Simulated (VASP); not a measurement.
A run of VASP 6.6.1 is set up as follows.

File INCAR:

```
  PREC = Accurate
  ENCUT = 600
  EDIFF = 1E-6
  ISMEAR = 0
  SIGMA = 0.1
  LREAL = F
  LASPH = T
  NELM = 100
  ALGO = Fast
  ISIF = 3
  LWAVE = F
  LCHARG = F
  GGA = PS
  IBRION = 2
  NSW = 100
  EDIFFG = -0.005
```

KPOINTS

```
Automatic mesh
0
Gamma
  8 8 8
```

The input POSCAR:

```
SiMo3
1.0
    4.8896951900      0.0000000000      0.0000000000
    0.0000000000      4.8896951900      0.0000000000
    0.0000000000      0.0000000000      4.8896951900
Si Mo
2 6
Direct
    0.5000000000      0.5000000000      0.5000000000
    0.0000000000      0.0000000000      0.0000000000
    0.0000000000      0.5000000000      0.2500000000
    0.0000000000      0.5000000000      0.7500000000
    0.5000000000      0.7500000000      0.0000000000
    0.5000000000      0.2500000000      0.0000000000
    0.7500000000      0.0000000000      0.5000000000
    0.2500000000      0.0000000000      0.5000000000
```

Potentials or basis: VASP PAW PBE potentials, release 64 (Si, Mo_sv).

Command:

```console
$ cat potpaw_PBE.64/Si/POTCAR potpaw_PBE.64/Mo_sv/POTCAR > POTCAR
$ mpirun -np 1 vasp_std > vasp.out
```

Estimate the space group after relaxing (to 0.1 Å).

Pm-3n (No. 223).

What does it give for the band gap on the k mesh?

Zero (bands 46 and 47 overlap by 2.48 eV).

What does it give for the relaxed volume?

14.39 Å³/atom.

Final structure:
```yaml
crystal:
  lattice:
    - [4.86469, 0.00000, 0.00000]
    - [0.00000, 4.86469, 0.00000]
    - [0.00000, 0.00000, 4.86469]
  atoms:
    - { symbol: Si, position: [0.50000, 0.50000, 0.50000] }
    - { symbol: Si, position: [0.00000, 0.00000, 0.00000] }
    - { symbol: Mo, position: [0.00000, 0.50000, 0.25000] }
    - { symbol: Mo, position: [0.00000, 0.50000, 0.75000] }
    - { symbol: Mo, position: [0.50000, 0.75000, 0.00000] }
    - { symbol: Mo, position: [0.50000, 0.25000, 0.00000] }
    - { symbol: Mo, position: [0.75000, 0.00000, 0.50000] }
    - { symbol: Mo, position: [0.25000, 0.00000, 0.50000] }
```

Caveat: the PAW data sets were made with another functional, which shifts forces and pressure a little.
